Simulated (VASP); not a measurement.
# LaAgO3 (Pm-3m) in VASP: a series of runs

Runs on LaAgO3. Level: LDA. Tasks: single point.

Program: VASP 6.6.1. These are calculated values, not measurements. Logs are shortened: lines on timing, memory, paths and dates and some standing lists are left out, and cuts for length are marked.

**1. The cell of the first run**

It takes space group Pm-3m (No. 221, cubic). Conventional cell: a = 3.967 Å, b = 3.967 Å, c = 3.967 Å, α = 90.00°, β = 90.00°, γ = 90.00°. La (site symmetry m-3m) has 12 O at 2.80 Å and 8 Ag at 3.44 Å within 3.7 Å. Within 2.6 Å of Ag (site symmetry m-3m) lie 6 O at 1.98 Å. Within 2.6 Å of O (site symmetry 4/mmm) lie 2 Ag at 1.98 Å.

**2. Single point, LDA**

File INCAR:

```
SYSTEM = LaAgO3
PREC     = Accurate       ! precision mode
ENCUT    = 520            ! plane-wave cutoff, eV
EDIFF    = 1E-6           ! SCF threshold, eV
ISMEAR   = -1             ! smearing method
SIGMA    = 0.15           ! smearing width, eV
LREAL    = .False.        ! projectors in reciprocal space
LASPH    = .True.         ! aspherical terms in the spheres
NELM     = 100            ! most SCF steps
ALGO     = Normal         ! electronic algorithm
ISIF     = 2              ! what is computed and relaxed
LWAVE    = .False.        ! write WAVECAR
LCHARG   = .True.         ! write CHGCAR
LELF     = .True.         ! ELF
LVHAR    = .True.       
NBANDS   = 28             ! bands
```

File KPOINTS:

```
regular mesh
0
Gamma
  6 6 6
  0 0 0
```

File POSCAR:

```
LaAgO3
1.0
    3.9666590692      0.0000000000      0.0000000000
    0.0000000000      3.9666590692      0.0000000000
    0.0000000000      0.0000000000      3.9666590692
La Ag O
1 1 3
Direct
    0.5000000000      0.5000000000      0.5000000000
    0.0000000000      0.0000000000      0.0000000000
    0.5000000000      0.0000000000      0.0000000000
    0.0000000000      0.5000000000      0.0000000000
    0.0000000000      0.0000000000      0.5000000000
```

Potentials or basis: VASP PAW LDA potentials, release 64 (La, Ag, O).

Command:

```
cat potpaw_LDA.64/La/POTCAR potpaw_LDA.64/Ag/POTCAR potpaw_LDA.64/O/POTCAR > POTCAR
mpirun -np 1 vasp_std > vasp.out
```

OUTCAR:

```text
SYSTEM = LaAgO3
   PREC = Accurate
   ENCUT = 520
   EDIFF = 1E-6
   ISMEAR = -1
   LREAL = .False.
   LASPH = .True.
   NELM = 100
   ISIF = 2

 ion  position               nearest neighbor table
   1  0.500  0.500  0.500-   3 2.80   4 2.80   5 2.80   3 2.80   4 2.80   3 2.80   5 2.80   3 2.80
                             4 2.80   5 2.80   4 2.80   5 2.80   2 3.44   2 3.44   2 3.44   2 3.44
   2  0.000  0.000  0.000-   3 1.98   4 1.98   5 1.98   5 1.98   4 1.98   3 1.98   1 3.44   1 3.44
                             1 3.44   1 3.44   1 3.44   1 3.44   1 3.44   1 3.44
   3  0.500  0.000  0.000-   2 1.98   2 1.98   1 2.80   1 2.80   1 2.80   1 2.80
   4  0.000  0.500  0.000-   2 1.98   2 1.98   1 2.80   1 2.80   1 2.80   1 2.80
   5  0.000  0.000  0.500-   2 1.98   2 1.98   1 2.80   1 2.80   1 2.80   1 2.80

  LATTYP: Found a simple cubic cell.
 ALAT       =     3.9666590692

  Lattice vectors:

 A1 = (   3.9666590692,   0.0000000000,   0.0000000000)
 A2 = (   0.0000000000,   3.9666590692,   0.0000000000)
 A3 = (   0.0000000000,   0.0000000000,   3.9666590692)

Analysis of symmetry for initial positions (statically):
=====================================================================
 Subroutine PRICEL returns:
 Original cell was already a primitive cell.

 Routine SETGRP: Setting up the symmetry group for a
 simple cubic supercell.

 Subroutine GETGRP returns: Found 48 space group operations
 (whereof 48 operations were pure point group operations)
 out of a pool of 48 trial point group operations.

The static configuration has the point symmetry O_h .

Analysis of symmetry for dynamics (positions and initial velocities):
=====================================================================
 Subroutine PRICEL returns:
 Original cell was already a primitive cell.

 Routine SETGRP: Setting up the symmetry group for a
 simple cubic supercell.

 Subroutine GETGRP returns: Found 48 space group operations
 (whereof 48 operations were pure point group operations)
 out of a pool of 48 trial point group operations.

The dynamic configuration has the point symmetry O_h .

 Subroutine INISYM returns: Found 48 space group operations
 (whereof 48 operations are pure point group operations),
 and found     1 'primitive' translations

----------------------------------------------------------------------------------------

                                     Primitive cell

  volume of cell :      62.4129

  direct lattice vectors                    reciprocal lattice vectors
     3.966659069  0.000000000  0.000000000     0.252101323  0.000000000  0.000000000
     0.000000000  3.966659069  0.000000000     0.000000000  0.252101323  0.000000000
     0.000000000  0.000000000  3.966659069     0.000000000  0.000000000  0.252101323

  length of vectors
     3.966659069  3.966659069  3.966659069     0.252101323  0.252101323  0.252101323

  position of ions in fractional coordinates (direct lattice)
     0.500000000  0.500000000  0.500000000
     0.000000000  0.000000000  0.000000000
     0.500000000  0.000000000  0.000000000
     0.000000000  0.500000000  0.000000000
     0.000000000  0.000000000  0.500000000

  ion indices of the primitive-cell ions
   primitive index   ion index
                 1           1
                 2           2
                 3           3
                 4           4
                 5           5

----------------------------------------------------------------------------------------

 KPOINTS: regular mesh

Automatic generation of k-mesh.
 Grid dimensions read from file:
 generate k-points for:    6    6    6

 Generating k-lattice:

  Cartesian coordinates                     Fractional coordinates (reciprocal lattice)
     0.042016887  0.000000000  0.000000000     0.166666667  0.000000000  0.000000000
     0.000000000  0.042016887  0.000000000     0.000000000  0.166666667  0.000000000
     0.000000000  0.000000000  0.042016887     0.000000000  0.000000000  0.166666667

  Length of vectors
     0.042016887  0.042016887  0.042016887

  Shift w.r.t. Gamma in fractional coordinates (k-lattice)
     0.000000000  0.000000000  0.000000000

 Subroutine IBZKPT returns following result:
 ===========================================

 Found     20 irreducible k-points:

 Following reciprocal coordinates:
            Coordinates               Weight
  0.000000  0.000000  0.000000      1.000000
  0.166667  0.000000  0.000000      6.000000
  0.333333  0.000000  0.000000      6.000000
  0.500000  0.000000  0.000000      3.000000
  0.166667  0.166667  0.000000     12.000000
  0.333333  0.166667  0.000000     24.000000
[... 12 lines left out ...]
  0.500000  0.500000  0.333333      6.000000
  0.500000  0.500000  0.500000      1.000000
   k-points           NKPTS =     20   k-points in BZ     NKDIM =     20   number of bands    NBANDS=     28
   number of dos      NEDOS =    301   number of ions     NIONS =      5
   total plane-waves  NPLWV =  27000
   dimension x,y,z NGX =    30 NGY =   30 NGZ =   30
   dimension x,y,z NGXF=    60 NGYF=   60 NGZF=   60
   ions per type =               1   1   3
   NGX,Y,Z   is equivalent  to a cutoff of  12.57, 12.57, 12.57 a.u.
   NGXF,Y,Z  is equivalent  to a cutoff of  25.15, 25.15, 25.15 a.u.
 SYSTEM =  LaAgO3
   PREC   = accura    normal or accurate (medium, high low for compatibility)
   ISTART =      0    job   : 0-new  1-cont  2-samecut
   ICHARG =      2    charge: 1-file 2-atom 10-const
   ISPIN  =      1    spin polarized calculation?
   LNONCOLLINEAR =      F non collinear calculations
   LSORBIT =      F    spin-orbit coupling
   LASPH  =      T    aspherical Exc in radial PAW
   ENCUT  =  520.0 eV  38.22 Ry    6.18 a.u.   7.38  7.38  7.38*2*pi/ulx,y,z
   NELM   =    100;   NELMIN=  2; NELMDL= -5     # of ELM steps
   EDIFF  = 0.1E-05   stopping-criterion for ELM
   LREAL  =      F    real-space projection
   EDIFFG = 0.1E-04   stopping-criterion for IOM
   NSW    =      0    number of steps for IOM
   IBRION =     -1    ionic relax: 0-MD 1-quasi-New 2-CG
   NFREE  =      0    steps in history (QN), initial steepest desc. (CG)
   ISIF   =      2    stress and relaxation
   ISYM   =      2    0-nonsym 1-usesym 2-fastsym
   POTIM  = 0.5000    time-step for ionic-motion
   TEBEG  =    0.0;   TEEND  =   0.0 temperature during run
   PSTRESS=    0.0 pullay stress
   NELECT =      40.0000    total number of electrons
   NUPDOWN=      -1.0000    fix difference up-down
   EMIN   =  10.00;   EMAX   =-10.00  energy-range for DOS
   EFERMI =   0.00;   METHOD = LEGACY
   ISMEAR =    -1;   SIGMA  =   0.15  broadening in eV -4-tet -1-fermi 0-gaus
   EFERMI_NEDOS =   21; number of points for ismear=-14 and -15
   IALGO  =     38    algorithm
   IMIX   =      4    mixing-type and parameters
     AMIX     =   0.40;   BMIX     =  1.00
     AMIX_MAG =   1.60;   BMIX_MAG =  1.00
  volume/ion in A,a.u.               =      12.48        84.24
  Fermi-wavevector in a.u.,A,eV,Ry     =   1.411464  2.667281 27.105962  1.992232
  Thomas-Fermi vector in A             =   2.533313
   LORBIT       =      0    0 simple, 1 ext, 2 COOP (PROOUT), +10 PAW based schemes
   GGA     = CA    functional components
   LHFCALC =     F    Hartree Fock is set to
   AEXX    =    0.0000 exact exchange contribution
   IVDW    =     0    specifies the selected vdW correction
   LEPSILON=     F    determine dielectric tensor
   LRPA    =     F    only Hartree local field effects (RPA)
 non-spin polarized calculation
  energy-cutoff  :      520.00
  volume of cell :       62.41
 maximum number of plane-waves:      1743
 NGX is ok and might be reduce to    30
   NGX = 15   NGY = 15   NGZ = 15

 number of electron      39.9999986 magnetization

 Free energy of the ion-electron system (eV)
  ---------------------------------------------------
  ext. energy  EPLUGINS =         0.00000000
  ---------------------------------------------------
  free energy    TOTEN  =       -34.67208605 eV

  energy without entropy =      -34.61395000  energy(sigma->0) =      -34.64301802

 E-fermi :   8.6674     XC(G=0): -12.1905

 val. band max:        8.4700866805   @ k =   0.5000   0.5000   0.1667
 cond. band min:       8.6910446773   @ k =   0.5000   0.0000   0.0000
 fundamental gap:      0.2209579968
 Fermi energy:         8.6674373114

 k-point     1 :       0.0000    0.0000    0.0000
  band No.  band energies     occupation
      1     -23.8014      2.00000
      2     -10.3792      2.00000
      3      -9.3465      2.00000
      4      -9.3465      2.00000
      5      -7.3587      2.00000
      6      -7.3587      2.00000
[... 20 lines left out ...]
     27      10.9230      0.00000
     28      11.0840      0.00000

 k-point     2 :       0.1667    0.0000    0.0000
  band No.  band energies     occupation
      1     -23.7893      2.00000
      2     -10.4473      2.00000
      3      -9.3929      2.00000
      4      -9.3358      2.00000
      5      -7.3378      2.00000
      6      -7.3378      2.00000
[... 20 lines left out ...]
     27      11.0358      0.00000
     28      11.0368      0.00000

 k-point     3 :       0.3333    0.0000    0.0000
  band No.  band energies     occupation
      1     -23.7648      2.00000
      2     -10.6657      2.00000
      3      -9.3145      2.00000
      4      -9.2943      2.00000
      5      -7.2956      2.00000
      6      -7.2956      2.00000
[... 20 lines left out ...]
     27      10.9978      0.00000
     28      10.9978      0.00000

 k-point     4 :       0.5000    0.0000    0.0000
  band No.  band energies     occupation
      1     -23.7524      2.00000
      2     -10.7898      2.00000
      3      -9.3038      2.00000
      4      -9.1907      2.00000
      5      -7.2741      2.00000
      6      -7.2741      2.00000
[... 454 lines left out ...]
     27      10.9551      0.00000
     28      11.0070      0.00000

 k-point    19 :       0.5000    0.5000    0.3333
  band No.  band energies     occupation
      1     -23.6830      2.00000
      2      -9.3960      2.00000
      3      -9.3960      2.00000
      4      -9.3507      2.00000
      5      -7.6512      2.00000
      6      -7.5233      2.00000
[... 20 lines left out ...]
     27      10.9647      0.00000
     28      11.3819      0.00000

 k-point    20 :       0.5000    0.5000    0.5000
  band No.  band energies     occupation
      1     -23.6736      2.00000
      2      -9.2002      2.00000
      3      -9.2002      2.00000
      4      -9.2002      2.00000
      5      -7.7956      2.00000
      6      -7.7956      2.00000
[... 20 lines left out ...]
     27      11.3834      0.00000
     28      11.3834      0.00000

------------------------ aborting loop because EDIFF is reached ----------------------------------------

  FORCE on cell =-STRESS in cart. coord.  units (eV):
  Direction    XX          YY          ZZ          XY          YZ          ZX
  --------------------------------------------------------------------------------------
  -------------------------------------------------------------------------------------
  Total        1.6398406      1.6398406      1.6398406     -0.0000000     -0.0000000      0.0000000
  in kB       42.0956867     42.0956867     42.0956867     -0.0000000     -0.0000000      0.0000000
  external PRESSURE =      42.0956867 kB  Pullay stress =       0.0000000 kB

 VOLUME and BASIS-vectors are now :
 -----------------------------------------------------------------------------
  energy-cutoff  :      520.00
  volume of cell :       62.41
      direct lattice vectors                 reciprocal lattice vectors
     3.966659069  0.000000000  0.000000000     0.252101323  0.000000000  0.000000000
     0.000000000  3.966659069  0.000000000     0.000000000  0.252101323  0.000000000
     0.000000000  0.000000000  3.966659069     0.000000000  0.000000000  0.252101323

 POSITION                                       TOTAL-FORCE (eV/Angst)
 -----------------------------------------------------------------------------------
      1.98333      1.98333      1.98333         0.000000      0.000000      0.000000
      0.00000      0.00000      0.00000         0.000000      0.000000      0.000000
      1.98333      0.00000      0.00000         0.000000      0.000000      0.000000
      0.00000      1.98333      0.00000         0.000000      0.000000      0.000000
      0.00000      0.00000      1.98333         0.000000      0.000000      0.000000
 -----------------------------------------------------------------------------------
    total drift:                                0.000000     -0.000000      0.000000

  FREE ENERGIE OF THE ION-ELECTRON SYSTEM (eV)
  ---------------------------------------------------
  free  energy   TOTEN  =       -34.6720860507 eV

  energy  without entropy=      -34.6139499990  energy(sigma->0) =      -34.64301802
```

Run time: 36 s. Hardware: 1 thread of AMD EPYC 7R13 (Zen 3), shared host; peak memory 0.15 GiB.

Results:

```
Free energy            : -34.6721 eV
Pressure               : 4.2 GPa
Band gap on the k mesh : zero (band 20 reaches 10.67 eV, above the bottom of band 21 at 6.41 eV)
```

Caveat: spin-orbit coupling is left out, which moves the levels of the heavy elements.

**3. Single point, LDA**

This run uses another cell than the first one, of 12.83 Å³/atom, 1.028 times its volume.

File INCAR:

```
PREC = Accurate
ENCUT = 520
EDIFF = 1E-7
ISMEAR = -1
SIGMA = 0.15
LREAL = F
LASPH = T
NELM = 80
ALGO = Normal
ISIF = 2
LWAVE = F
LCHARG = F
NBANDS = 28
```

File KPOINTS:

```
Automatic mesh
0
Gamma
  6 6 6
```

Changes to POSCAR since step 2:

```diff
@@ -2,5 +2,5 @@
 1.0
-    3.9666590692      0.0000000000      0.0000000000
-    0.0000000000      3.9666590692      0.0000000000
-    0.0000000000      0.0000000000      3.9666590692
+    4.0030524697      0.0000000000      0.0000000000
+    0.0000000000      4.0030524697      0.0000000000
+    0.0000000000      0.0000000000      4.0030524697
 La Ag O
```

Potentials or basis: VASP PAW LDA potentials, release 64 (La, Ag, O).

Command:

```
cat potpaw_LDA.64/La/POTCAR potpaw_LDA.64/Ag/POTCAR potpaw_LDA.64/O/POTCAR > POTCAR
mpirun -np 1 vasp_std > vasp.out
```

OUTCAR:

```text
PREC = Accurate
   ENCUT = 520
   EDIFF = 1E-7
   ISMEAR = -1
   LREAL = F
   LASPH = T
   NELM = 80
   ISIF = 2

 ion  position               nearest neighbor table
   1  0.500  0.500  0.500-   2 3.47   2 3.47   2 3.47   2 3.47   2 3.47   2 3.47   2 3.47   2 3.47

   2  0.000  0.000  0.000-   3 2.00   4 2.00   5 2.00   5 2.00   4 2.00   3 2.00   1 3.47   1 3.47
                             1 3.47   1 3.47   1 3.47   1 3.47   1 3.47   1 3.47
   3  0.500  0.000  0.000-   2 2.00   2 2.00
   4  0.000  0.500  0.000-   2 2.00   2 2.00
   5  0.000  0.000  0.500-   2 2.00   2 2.00

  LATTYP: Found a simple cubic cell.
 ALAT       =     4.0030524697

  Lattice vectors:

 A1 = (   4.0030524697,   0.0000000000,   0.0000000000)
 A2 = (   0.0000000000,   4.0030524697,   0.0000000000)
 A3 = (   0.0000000000,   0.0000000000,   4.0030524697)

Analysis of symmetry for initial positions (statically):
=====================================================================
 Subroutine PRICEL returns:
 Original cell was already a primitive cell.

 Routine SETGRP: Setting up the symmetry group for a
[... 169 lines left out ...]
 E-fermi :   8.2051     XC(G=0): -12.0444

 val. band max:        8.2029012326   @ k =   0.5000   0.0000   0.0000
 cond. band min:       8.5380197617   @ k =   0.3333   0.1667   0.0000
 fundamental gap:      0.3351185291
 Fermi energy:         8.2050539481

 k-point     1 :       0.0000    0.0000    0.0000
  band No.  band energies     occupation
      1     -24.2355      2.00000
      2     -10.5680      2.00000
      3      -9.5576      2.00000
      4      -9.5576      2.00000
      5      -7.7808      2.00000
      6      -7.7808      2.00000
[... 609 lines left out ...]
     27      10.8409      0.00000
     28      10.8409      0.00000

------------------------ aborting loop because EDIFF is reached ----------------------------------------

  FORCE on cell =-STRESS in cart. coord.  units (eV):
  Direction    XX          YY          ZZ          XY          YZ          ZX
  --------------------------------------------------------------------------------------
  -------------------------------------------------------------------------------------
  Total       -0.3888072     -0.3888072     -0.3888072     -0.0000000      0.0000000     -0.0000000
  in kB       -9.7111594     -9.7111594     -9.7111594     -0.0000000      0.0000000     -0.0000000
  external PRESSURE =      -9.7111594 kB  Pullay stress =       0.0000000 kB

 VOLUME and BASIS-vectors are now :
 -----------------------------------------------------------------------------
  energy-cutoff  :      520.00
  volume of cell :       64.15
      direct lattice vectors                 reciprocal lattice vectors
     4.003052470  0.000000000  0.000000000     0.249809366  0.000000000  0.000000000
     0.000000000  4.003052470  0.000000000     0.000000000  0.249809366  0.000000000
     0.000000000  0.000000000  4.003052470     0.000000000  0.000000000  0.249809366

 POSITION                                       TOTAL-FORCE (eV/Angst)
 -----------------------------------------------------------------------------------
      2.00153      2.00153      2.00153         0.000000      0.000000      0.000000
      0.00000      0.00000      0.00000         0.000000      0.000000      0.000000
      2.00153      0.00000      0.00000         0.000000      0.000000      0.000000
      0.00000      2.00153      0.00000         0.000000      0.000000      0.000000
      0.00000      0.00000      2.00153         0.000000      0.000000      0.000000
 -----------------------------------------------------------------------------------
    total drift:                                0.000000     -0.000000      0.000000

  FREE ENERGIE OF THE ION-ELECTRON SYSTEM (eV)
  ---------------------------------------------------
  free  energy   TOTEN  =       -34.6910837754 eV

  energy  without entropy=      -34.6308234037  energy(sigma->0) =      -34.66095359
```

It took 58 s on 1 thread of AMD EPYC 7R13 (Zen 3), shared host; peak memory 0.15 GiB.

What came out:

```
Free energy            : -34.6911 eV
Pressure               : -1.0 GPa
Band gap on the k mesh : zero (band 20 reaches 10.21 eV, above the bottom of band 21 at 6.10 eV)
```

Caveat: spin-orbit coupling is left out, which moves the levels of the heavy elements.

[end of part 1 of 2]
